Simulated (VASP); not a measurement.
# GaCo (P-6m2) in VASP: further runs

GaCo is run at these levels: PBE; tasks: single point, relaxation of cell and atoms.

Everything below comes from runs of VASP 6.6.1. Logs are shortened: lines on timing, memory, paths and dates and some standing lists are left out, and cuts for length are marked.

## 1. The cell of the first run

Symmetry: P-6m2, No. 187, hexagonal system. The conventional cell has a = 2.962 Å, b = 2.962 Å, c = 2.889 Å, α = 90.00°, β = 90.00°, γ = 120.00°. Within 3.0 Å of Ga (site symmetry -6m2) lie 6 Co at 2.24 Å and 8 Ga at 2.89 to 2.96 Å. Co (site symmetry -6m2) has 6 Ga at 2.24 Å and 8 Co at 2.89 to 2.96 Å within 3.0 Å.

## 2. Single point, PBE, collinear spin, ferromagnetic start

INCAR

```
SYSTEM = GaCo
PREC = Accurate ; ENCUT = 520
EDIFF = 1E-7 ; ISMEAR = 0
SIGMA = 0.1 ; LREAL = .FALSE.
LASPH = .TRUE. ; NELM = 150
ALGO = Normal ; ISIF = 2
LWAVE = .FALSE. ; LCHARG = .TRUE.
ISPIN = 2 ; MAGMOM = 0 3
LORBIT = 11 ; LMAXMIX = 4
GGA = PE ; LELF = .TRUE.
LVHAR = .TRUE. ; NBANDS = 22
```

KPOINTS

```
Automatic mesh
0
G
  6 6 6
  0 0 0
```

POSCAR

```
GaCo
1.0
    2.9623646500      0.0000000000      0.0000000000
   -1.4811823250      2.5654830422      0.0000000000
    0.0000000000      0.0000000000      2.8893381988
Ga Co
1 1
Direct
    0.0000000000      0.0000000000      0.0000000000
    0.6666666667      0.3333333333      0.5000000000
```

Potentials or basis: VASP PAW PBE potentials, release 64 (Ga_d, Co).

Run with:

```
$ cat potpaw_PBE.64/Ga_d/POTCAR potpaw_PBE.64/Co/POTCAR > POTCAR
$ mpirun -np 1 vasp_std > vasp.out
```

OUTCAR:

```text
SYSTEM = GaCo
   PREC = Accurate
   ENCUT = 520
   EDIFF = 1E-7
   ISMEAR = 0
   LREAL = .FALSE.
   LASPH = .TRUE.
   NELM = 150
   ISIF = 2
   ISPIN = 2
   LORBIT = 11
   GGA = PE

 ion  position               nearest neighbor table
   1  0.000  0.000  0.000-   2 2.24   2 2.24   2 2.24   2 2.24   2 2.24   2 2.24
   2  0.667  0.333  0.500-   1 2.24   1 2.24   1 2.24   1 2.24   1 2.24   1 2.24

  LATTYP: Found a hexagonal cell.
 ALAT       =     2.9623646500
 C/A-ratio  =     0.9753485948

  Lattice vectors:

 A1 = (   2.9623646500,   0.0000000000,   0.0000000000)
 A2 = (  -1.4811823250,   2.5654830422,   0.0000000000)
 A3 = (   0.0000000000,   0.0000000000,   2.8893381988)

Analysis of symmetry for initial positions (statically):
=====================================================================
 Subroutine PRICEL returns:
 Original cell was already a primitive cell.

 Routine SETGRP: Setting up the symmetry group for a
 hexagonal supercell.

 Subroutine GETGRP returns: Found 12 space group operations
 (whereof 12 operations were pure point group operations)
 out of a pool of 24 trial point group operations.

The static configuration has the point symmetry D_3h.

Analysis of symmetry for dynamics (positions and initial velocities):
=====================================================================
 Subroutine PRICEL returns:
 Original cell was already a primitive cell.

 Routine SETGRP: Setting up the symmetry group for a
 hexagonal supercell.

 Subroutine GETGRP returns: Found 12 space group operations
 (whereof 12 operations were pure point group operations)
 out of a pool of 24 trial point group operations.

The dynamic configuration has the point symmetry D_3h.

Analysis of structural, dynamic, and magnetic symmetry:
=====================================================================
 Subroutine PRICEL returns:
 Original cell was already a primitive cell.

 Routine SETGRP: Setting up the symmetry group for a
 hexagonal supercell.

 Subroutine GETGRP returns: Found 12 space group operations
 (whereof 12 operations were pure point group operations)
 out of a pool of 24 trial point group operations.

The overall configuration has the point symmetry D_3h.

 Subroutine INISYM returns: Found 12 space group operations
 (whereof 12 operations are pure point group operations),
 and found     1 'primitive' translations

----------------------------------------------------------------------------------------

                                     Primitive cell

  volume of cell :      21.9587

  direct lattice vectors                    reciprocal lattice vectors
     2.962364650  0.000000000  0.000000000     0.337568165  0.194895071  0.000000000
    -1.481182325  2.565483042  0.000000000     0.000000000  0.389790142  0.000000000
     0.000000000  0.000000000  2.889338199     0.000000000  0.000000000  0.346100017

  length of vectors
     2.962364650  2.962364650  2.889338199     0.389790142  0.389790142  0.346100017

  position of ions in fractional coordinates (direct lattice)
     0.000000000  0.000000000  0.000000000
     0.666666667  0.333333333  0.500000000

  ion indices of the primitive-cell ions
   primitive index   ion index
                 1           1
                 2           2

----------------------------------------------------------------------------------------

 KPOINTS: Automatic mesh

Automatic generation of k-mesh.
 Grid dimensions read from file:
 generate k-points for:    6    6    6

 Generating k-lattice:

  Cartesian coordinates                     Fractional coordinates (reciprocal lattice)
     0.056261361  0.032482512  0.000000000     0.166666667  0.000000000  0.000000000
     0.000000000  0.064965024  0.000000000     0.000000000  0.166666667  0.000000000
     0.000000000  0.000000000  0.057683336     0.000000000  0.000000000  0.166666667

  Length of vectors
     0.064965024  0.064965024  0.057683336

  Shift w.r.t. Gamma in fractional coordinates (k-lattice)
     0.000000000  0.000000000  0.000000000

 Subroutine IBZKPT returns following result:
 ===========================================

 Found     28 irreducible k-points:

 Following reciprocal coordinates:
            Coordinates               Weight
  0.000000  0.000000  0.000000      1.000000
  0.166667 -0.000000  0.000000      6.000000
  0.333333 -0.000000  0.000000      6.000000
  0.500000  0.000000  0.000000      3.000000
  0.166667  0.166667  0.000000      6.000000
  0.333333  0.166667  0.000000     12.000000
[... 16 lines left out ...]
  0.166667 -0.000000  0.500000      6.000000
  0.333333 -0.000000  0.500000      6.000000
 [... further k-points ...]
   k-points           NKPTS =     28   k-points in BZ     NKDIM =     28   number of bands    NBANDS=     22
   number of dos      NEDOS =    301   number of ions     NIONS =      2
   total plane-waves  NPLWV =  13824
   dimension x,y,z NGX =    24 NGY =   24 NGZ =   24
[... 27 lines left out ...]
   EMIN   =  10.00;   EMAX   =-10.00  energy-range for DOS
   EFERMI =   0.00;   METHOD = LEGACY
   ISMEAR =     0;   SIGMA  =   0.10  broadening in eV -4-tet -1-fermi 0-gaus
   EFERMI_NEDOS =   21; number of points for ismear=-14 and -15
   IALGO  =     38    algorithm
   IMIX   =      4    mixing-type and parameters
     AMIX     =   0.40;   BMIX     =  1.00
     AMIX_MAG =   1.60;   BMIX_MAG =  1.00
  volume/ion in A,a.u.               =      10.98        74.09
  Fermi-wavevector in a.u.,A,eV,Ry     =   1.638125  3.095607 36.510602  2.683454
  Thomas-Fermi vector in A             =   2.729150
   LORBIT       =     11    0 simple, 1 ext, 2 COOP (PROOUT), +10 PAW based schemes
   GGA     = PE    functional components
   LHFCALC =     F    Hartree Fock is set to
   AEXX    =    0.0000 exact exchange contribution
   IVDW    =     0    specifies the selected vdW correction
   LEPSILON=     F    determine dielectric tensor
   LRPA    =     F    only Hartree local field effects (RPA)
 spin polarized calculation
 Gauss-broadening in eV      SIGMA  =   0.10
  energy-cutoff  :      520.00
  volume of cell :       21.96
 maximum number of plane-waves:       617
 NGX is ok and might be reduce to    24
   NGX = 11   NGY = 11   NGZ = 11

 number of electron      22.0000010 magnetization       0.2762059

 Free energy of the ion-electron system (eV)
  ---------------------------------------------------
  ext. energy  EPLUGINS =         0.00000000
  ---------------------------------------------------
  free energy    TOTEN  =        -9.24688561 eV

  energy without entropy =       -9.24303534  energy(sigma->0) =       -9.24496048

 E-fermi :  10.4632     XC(G=0): -13.5683

 val. band max:       10.4316143544   @ k =   0.0000   0.0000   0.3333
 cond. band min:      10.5501593359   @ k =   0.3333   0.1667   0.3333
 fundamental gap:      0.1185449815
 Fermi energy:        10.4631727958

 spin component 1

 k-point     1 :       0.0000    0.0000    0.0000
  band No.  band energies     occupation
      1      -4.4277      1.00000
      2      -4.1637      1.00000
      3      -4.1637      1.00000
      4      -4.0456      1.00000
      5      -4.0456      1.00000
      6      -1.7862      1.00000
[... 14 lines left out ...]
     21      38.1191      0.00000
     22      38.2706      0.00000
[... 552 lines left out ...]
  band No.  band energies     occupation
      1      -4.3184      1.00000
      2      -4.2579      1.00000
      3      -4.1673      1.00000
      4      -3.9925      1.00000
      5      -3.8982      1.00000
      6       3.7177      1.00000
[... 14 lines left out ...]
     21      38.4184      0.00000
     22      38.7759      0.00000

 [... further k-points ...]

 spin component 2

 k-point     1 :       0.0000    0.0000    0.0000
  band No.  band energies     occupation
      1      -4.4318      1.00000
      2      -4.1682      1.00000
      3      -4.1682      1.00000
      4      -4.0480      1.00000
      5      -4.0480      1.00000
      6      -1.7897      1.00000
[... 14 lines left out ...]
     21      38.1020      0.00000
     22      38.2738      0.00000
[... 552 lines left out ...]
  band No.  band energies     occupation
      1      -4.3204      1.00000
      2      -4.2624      1.00000
      3      -4.1695      1.00000
      4      -3.9964      1.00000
      5      -3.9035      1.00000
      6       3.7313      1.00000
[... 14 lines left out ...]
     21      38.4623      0.00000
     22      38.7941      0.00000

 [... further k-points ...]

------------------------ aborting loop because EDIFF is reached ----------------------------------------

  FORCE on cell =-STRESS in cart. coord.  units (eV):
  Direction    XX          YY          ZZ          XY          YZ          ZX
  --------------------------------------------------------------------------------------
  -------------------------------------------------------------------------------------
  Total        5.7667986      5.7667986      8.6221519      0.0000000      0.0000000      0.0000000
  in kB      420.7647270    420.7647270    629.1007572      0.0000000      0.0000000      0.0000000
  external PRESSURE =     490.2100704 kB  Pullay stress =       0.0000000 kB

 VOLUME and BASIS-vectors are now :
 -----------------------------------------------------------------------------
  energy-cutoff  :      520.00
  volume of cell :       21.96
      direct lattice vectors                 reciprocal lattice vectors
     2.962364650  0.000000000  0.000000000     0.337568165  0.194895071  0.000000000
    -1.481182325  2.565483042  0.000000000     0.000000000  0.389790142  0.000000000
     0.000000000  0.000000000  2.889338199     0.000000000  0.000000000  0.346100017

 POSITION                                       TOTAL-FORCE (eV/Angst)
 -----------------------------------------------------------------------------------
      0.00000      0.00000      0.00000        -0.000000      0.000000      0.000000
      1.48118      0.85516      1.44467         0.000000     -0.000000      0.000000
 -----------------------------------------------------------------------------------
    total drift:                               -0.000001      0.000001      0.000000

  FREE ENERGIE OF THE ION-ELECTRON SYSTEM (eV)
  ---------------------------------------------------
  free  energy   TOTEN  =        -9.2468856127 eV

  energy  without entropy=       -9.2430353401  energy(sigma->0) =       -9.24496048

 total charge

# of ion       s       p       d       tot
------------------------------------------
    1        0.978   1.060  10.111  12.149
    2        0.463   0.572   7.672   8.707
--------------------------------------------------
tot          1.441   1.632  17.783  20.856

 magnetization (x)

# of ion       s       p       d       tot
------------------------------------------
    1       -0.004  -0.008  -0.004  -0.015
    2        0.011  -0.005   0.290   0.297
--------------------------------------------------
tot          0.008  -0.012   0.286   0.282
```

Wall time 22 s (1 thread of Intel Xeon 6975P-C (Granite Rapids), shared host); peak memory 0.15 GiB.

Results:

| Item | Value |
| --- | --- |
| Free energy | -9.2469 eV |
| Pressure | 49.0 GPa |
| Net moment | 0.28 μB per cell |
| Site moments | Ga -0.01; Co +0.30 μB |
| Valence electrons inside the program's atomic spheres | Ga 12.15; Co 8.71 |

Levels at points of the mesh, in eV from the Fermi level:
Spin up:
```
           k point  band 7  band 8  band 9  band 10  band 11  band 12  band 13  band 14  band 15  band 16
(0.00, 0.00, 0.00)   -3.03   -2.11   -2.11    -0.96    -0.96     4.88    10.18    10.18    11.43    13.59
(0.50, 0.00, 0.00)   -5.99   -2.70   -2.08    -1.00    -0.61     0.31     4.05    10.92    11.01    13.43
(0.00, 0.00, 0.50)   -6.96   -1.60   -1.60    -1.48    -1.48    -0.43    12.14    12.14    15.00    16.01
(0.50, 0.00, 0.50)   -4.03   -2.71   -2.45    -0.90    -0.54    -0.50     3.81     4.24    10.22    11.47
```
Spin down:
| k point | band 8 | band 9 | band 10 | band 11 | band 12 | band 13 | band 14 | band 15 |
| --- | --- | --- | --- | --- | --- | --- | --- | --- |
| (0.00, 0.00, 0.00) | -1.87 | -1.87 | -0.79 | -0.79 | 4.88 | 10.21 | 10.21 | 11.52 |
| (0.50, 0.00, 0.00) | -2.34 | -1.93 | -0.84 | -0.32 | 0.67 | 4.05 | 11.00 | 11.03 |
| (0.00, 0.00, 0.50) | -1.45 | -1.45 | -1.22 | -1.22 | 0.11 | 12.13 | 12.13 | 14.96 |
| (0.50, 0.00, 0.50) | -2.71 | -2.32 | -0.69 | -0.21 | -0.08 | 3.92 | 4.36 | 10.25 |

Caveat: the k points lie up to 0.41 Å⁻¹ apart.

## 3. Single point, PBE, collinear spin, ferromagnetic start

This run uses another cell than the first one, of 12.62 Å³/atom, 1.150 times its volume.

INCAR

```
ALGO     = Fast           # electronic algorithm
EDIFF    = 1E-6           # SCF threshold, eV
ENCUT    = 520            # plane-wave cutoff, eV
GGA      = PE             # functional
ISIF     = 2              # what is computed and relaxed
ISMEAR   = 0              # smearing method
ISPIN    = 2              # spin polarisation
LASPH    = T              # aspherical terms in the spheres
LCHARG   = T              # write CHGCAR
LELF     = T              # ELF
LMAXMIX  = 4              # l up to which the mixer works
LORBIT   = 11             # projections on sites
LREAL    = F              # projectors in reciprocal space
LVHAR    = T            
LWAVE    = F              # write WAVECAR
MAGMOM   = 0 0.33         # initial moments
NBANDS   = 22             # bands
NELM     = 150            # most SCF steps
PREC     = Accurate       # precision mode
SIGMA    = 0.1            # smearing width, eV
```

KPOINTS

```
k-points
0
Gamma
  6 6 6
```

POSCAR

```
GaCo
1.0
    2.7681197333      0.0000000000      0.0000000000
   -1.3840598666      2.3972620097      0.0000000000
    0.0000000000      0.0000000000      3.8043302421
Ga Co
1 1
Direct
    0.0000000000      0.0000000000      0.0000000000
    0.6666666667      0.3333333333      0.5000000000
```

Potentials or basis: VASP PAW PBE potentials, release 64 (Ga_d, Co).

Run with:

```
$ cat potpaw_PBE.64/Ga_d/POTCAR potpaw_PBE.64/Co/POTCAR > POTCAR
$ mpirun -np 1 vasp_std > vasp.out
```

Wall time 36 s (1 thread of Intel Xeon 6975P-C (Granite Rapids), shared host); peak memory 0.17 GiB.

It converged, with:

- Free energy: -10.1917 eV
- Pressure: -1.2 GPa
- Band gap on the k mesh: zero (filled and empty bands overlap)
- Net moment: 0.00 μB per cell
- Valence electrons inside the program's atomic spheres: Ga 11.79; Co 8.24

Stress tensor (GPa, compression positive):
```
-0.56  0.00  0.00
 0.00 -0.56  0.00
 0.00  0.00 -2.34
```

Levels at points of the mesh, in eV from the Fermi level:
Spin up:
| k point | band 9 | band 10 | band 11 | band 12 | band 13 | band 14 |
| --- | --- | --- | --- | --- | --- | --- |
| (0.00, 0.00, 0.00) | -1.26 | -1.25 | -0.49 | -0.49 | 4.32 | 13.53 |
| (0.50, 0.00, 0.00) | -2.17 | -0.71 | 0.09 | 1.10 | 5.99 | 7.15 |
| (0.00, 0.00, 0.50) | -1.18 | -1.18 | -0.57 | -0.57 | 13.76 | 14.12 |
| (0.50, 0.00, 0.50) | -1.08 | -1.00 | -0.44 | 0.10 | 1.80 | 3.95 |
Spin down:
| k point | band 8 | band 9 | band 10 | band 11 | band 12 | band 13 | band 14 | band 15 |
| --- | --- | --- | --- | --- | --- | --- | --- | --- |
| (0.00, 0.00, 0.00) | -1.25 | -1.25 | -1.25 | -0.49 | -0.49 | 4.32 | 13.53 | 13.53 |
| (0.50, 0.00, 0.00) | -2.56 | -2.17 | -0.71 | 0.09 | 1.11 | 5.99 | 7.15 | 7.21 |
| (0.00, 0.00, 0.50) | -1.56 | -1.17 | -1.17 | -0.57 | -0.57 | 13.76 | 14.12 | 14.12 |
| (0.50, 0.00, 0.50) | -3.11 | -1.08 | -1.00 | -0.44 | 0.10 | 1.80 | 3.95 | 9.61 |

Caveat: the k points lie up to 0.44 Å⁻¹ apart.

## 4. Relaxation of cell and atoms, PBE, collinear spin, ferromagnetic start

INCAR

```
SYSTEM = GaCo
ALGO = Normal ; EDIFF = 1E-6
EDIFFG = -0.04 ; ENCUT = 600
GGA = PE ; IBRION = 2
ISIF = 3 ; ISMEAR = 0
ISPIN = 2 ; LASPH = .True.
LCHARG = .False. ; LMAXMIX = 4
LORBIT = 11 ; LREAL = .False.
LWAVE = .False. ; MAGMOM = 0 0.33
NELM = 150 ; NSW = 90
PREC = Accurate ; SIGMA = 0.1
```

KPOINTS

```
k-points
0
Gamma
  6 6 6
  0 0 0
```

POSCAR

```
GaCo
1.0
    2.9623646500      0.0000000000      0.0000000000
   -1.4811823250      2.5654830422      0.0000000000
    0.0000000000      0.0000000000      2.8893381988
Ga Co
1 1
Direct
    0.0000000000      0.0000000000      0.0000000000
    0.6666666667      0.3333333333      0.5000000000
```

Run with:

```
$ cat potpaw_PBE.64/Ga_d/POTCAR potpaw_PBE.64/Co/POTCAR > POTCAR
$ mpirun -np 1 vasp_std > vasp.out
```

Wall time 2.4 min (1 thread of Intel Xeon 6975P-C (Granite Rapids), shared host); peak memory 0.17 GiB.

It converged, with:

| Property | Result |
| --- | --- |
| Free energy | -10.1880 eV |
| Relaxed volume | 12.53 Å³/atom |
| Relaxed cell | a = 2.769 Å, b = 2.769 Å, c = 3.774 Å, α = 90.00°, β = 90.00°, γ = 120.00° |
| Space group after relaxing (to 0.05 Å) | P-6m2 (No. 187) |
| Energy gained by relaxing | 470.7 meV/atom |
| Ionic steps | 13 |
| Pressure after relaxing | 0.0 GPa |
| Band gap on the k mesh | zero (filled and empty bands overlap) |
| Net moment | 0.00 μB per cell |
| Valence electrons inside the program's atomic spheres | Ga 11.80; Co 8.25 |

Stress tensor (GPa, compression positive):
```
 0.19  0.00  0.00
 0.00  0.19  0.00
 0.00  0.00 -0.23
```

The path:
```
step  energy change (eV)  largest force (eV/Å)  pressure (GPa)  volume (Å³)
   1              0.0000                0.0000           48.95        21.96
   2             -0.1040                0.0000          -19.68        34.40
   3             -0.6648                0.0000           -1.77        27.32
   4             -0.6654                0.0000           -1.07        27.19
   5             -0.6654                0.0000           -0.49        27.08
   6             -0.6991                0.0000           -0.90        26.96
   7             -0.8088                0.0000           -1.71        26.46
   8             -0.9383                0.0000           -0.04        25.02
   9             -0.9347                0.0000           -0.97        25.43
  10             -0.9413                0.0000           -0.63        25.21
  11             -0.9412                0.0000           -0.64        25.16
  12             -0.9380                0.0000            2.74        24.72
  13             -0.9414                0.0000            0.05        25.06
```

Final structure:
```cif
data_structure
_symmetry_space_group_name_H-M 'P 1'
_symmetry_Int_Tables_number 1
_cell_length_a 2.7690
_cell_length_b 2.7690
_cell_length_c 3.7744
_cell_angle_alpha 90.000
_cell_angle_beta 90.000
_cell_angle_gamma 120.000
_cell_volume 25.06
loop_
_atom_site_label
_atom_site_type_symbol
_atom_site_fract_x
_atom_site_fract_y
_atom_site_fract_z
_atom_site_occupancy
Ga1 Ga 0.00000 0.00000 0.00000 1
Co1 Co 0.66667 0.33333 0.50000 1
```

Levels at points of the mesh, in eV from the Fermi level:
Spin up:
```tsv
k point	band 9	band 10	band 11	band 12	band 13	band 14
(0.00, 0.00, 0.00)	-1.27	-1.16	-0.51	-0.51	4.49	13.50
(0.50, 0.00, 0.00)	-2.19	-0.72	0.08	1.11	6.09	7.10
(0.00, 0.00, 0.50)	-1.19	-1.19	-0.60	-0.60	14.05	14.10
(0.50, 0.00, 0.50)	-1.11	-1.01	-0.45	0.09	1.87	3.96
```
Spin down:
| k point | band 8 | band 9 | band 10 | band 11 | band 12 | band 13 | band 14 | band 15 |
| --- | --- | --- | --- | --- | --- | --- | --- | --- |
| (0.00, 0.00, 0.00) | -1.27 | -1.27 | -1.16 | -0.51 | -0.51 | 4.49 | 13.50 | 13.50 |
| (0.50, 0.00, 0.00) | -2.57 | -2.19 | -0.72 | 0.08 | 1.11 | 6.09 | 7.10 | 7.35 |
| (0.00, 0.00, 0.50) | -1.56 | -1.19 | -1.19 | -0.60 | -0.60 | 14.05 | 14.10 | 14.10 |
| (0.50, 0.00, 0.50) | -3.14 | -1.11 | -1.01 | -0.45 | 0.09 | 1.87 | 3.96 | 9.65 |

Caveat: the k points lie up to 0.44 Å⁻¹ apart in the final cell.

## 5. Summary

```csv
task,cell,cutoff (eV),gap on the mesh (eV),pressure (GPa),moment (μB)
single point,"a = 2.962, b = 2.962, c = 2.889 Å, angles 90.0, 90.0, 120.0°, 2 atoms",520,none,49.0,0.28
single point,"a = 2.768, b = 2.768, c = 3.804 Å, angles 90.0, 90.0, 120.0°, 2 atoms",520,none,-1.2,0.00
relaxation of cell and atoms,"relaxed from a = 2.962, b = 2.962, c = 2.889 Å, angles 90.0, 90.0, 120.0°, 2 atoms",600,none,0.0,0.00
```

Alike in all rows: level PBE; potentials or basis VASP PAW PBE potentials, release 64 (Ga_d, Co); spin collinear, ferromagnetic start; k mesh 6 × 6 × 6; smearing gaussian 0.1 eV.

Caveats: all runs use coarse meshes.

Absolute energies hang on the potentials; compare differences alone.
